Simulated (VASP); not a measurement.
A run of VASP 6.6.1 is set up as follows.

The input INCAR:

```
PREC = Accurate ; ENCUT = 520
EDIFF = 1E-7 ; ISMEAR = 0
SIGMA = 0.1 ; LREAL = False
LASPH = True ; NELM = 100
ALGO = Fast ; ISIF = 2
LWAVE = False ; LCHARG = False
GGA = PE ; NBANDS = 9
```

The input KPOINTS:

```
regular mesh
0
Gamma
  24 24 12
```

POSCAR

```
Be
1.0
    2.3118520843      0.0000000000      0.0000000000
   -1.1559260421      2.0021226348      0.0000000000
    0.0000000000      0.0000000000      3.6231819260
Be
2
Direct
    0.3333333333      0.6666666667      0.2500000000
    0.6666666667      0.3333333333      0.7500000000
```

Potentials or basis: VASP PAW PBE potentials, release 64 (Be).

Launch:

```console
$ cat potpaw_PBE.64/Be/POTCAR > POTCAR
$ mpirun -np 1 vasp_std > vasp.out
```

Problem. What does it give for the band gap on the k mesh?

Solution. Zero (bands 2 and 3 overlap by 2.03 eV).

Problem. Estimate the pressure.

Solution. -6.4 GPa.

Caveat: the cell stands under tension.
